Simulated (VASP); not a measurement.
Here is a VASP 6.6.1 calculation.

The input INCAR:

```
SYSTEM = TiB
ALGO = Normal
EDIFF = 1E-6
ENCUT = 500
GGA = PE
GGA_COMPAT = .FALSE.
ISIF = 2
ISMEAR = -1
LASPH = .TRUE.
LCHARG = .FALSE.
LREAL = .FALSE.
LWAVE = .FALSE.
NBANDS = 14
NELM = 120
PREC = Accurate
SIGMA = 0.05
```

KPOINTS

```
k-points
0
G
  9 9 9
  0 0 0
```

File POSCAR:

```
TiB
1.0
    0.0000000000      2.2580692910      2.2580692910
    2.2580692910      0.0000000000      2.2580692910
    2.2580692910      2.2580692910      0.0000000000
Ti B
1 1
Direct
    0.0000000000      0.0000000000      0.0000000000
    0.5000000000      0.5000000000      0.5000000000
```

Potentials or basis: VASP PAW PBE potentials, release 64 (Ti_sv, B).

Run with:

```sh
$ cat potpaw_PBE.64/Ti_sv/POTCAR potpaw_PBE.64/B/POTCAR > POTCAR
$ mpirun -np 1 vasp_std > vasp.out
```

**Question.** What does it give for the pressure?

**Answer.** 1.7 GPa.
